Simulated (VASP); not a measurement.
Crystal: TaN.

```
Ta N
1.0
     0.00000    2.16618    2.16618
     2.16618    0.00000    2.16618
     2.16618    2.16618    0.00000
Ta N
1 1
Direct
  0.50000 0.50000 0.50000
  0.00000 0.00000 0.00000
```

This cell differs from its parent crystal: volume scaled by 0.94.

Base run:

```yaml
Program: VASP 6.6.1
Functional: PBEsol
Potentials_or_basis: VASP PAW PBE potentials, release 64 (Ta_pv, N)
Cutoff: 520 eV
k_mesh: 10 × 10 × 10
Occupations: fermi-dirac, width 0.05 eV
Spin: no spin polarisation
```

Its results: band gap on the k mesh zero (band 8 reaches 11.94 eV, above the bottom of band 9 at 7.63 eV); pressure 12.4 GPa.

Question: The run is repeated on the same cell with these changes: functional from PBEsol to r2SCAN. What comes out?

Answer: Band gap on the k mesh zero (band 8 reaches 12.20 eV, above the bottom of band 9 at 7.83 eV); pressure 19.2 GPa.

Caveats: the PAW data sets were made with another functional, which shifts forces and pressure a little; spin-orbit coupling is left out, which moves the levels of the heavy elements.
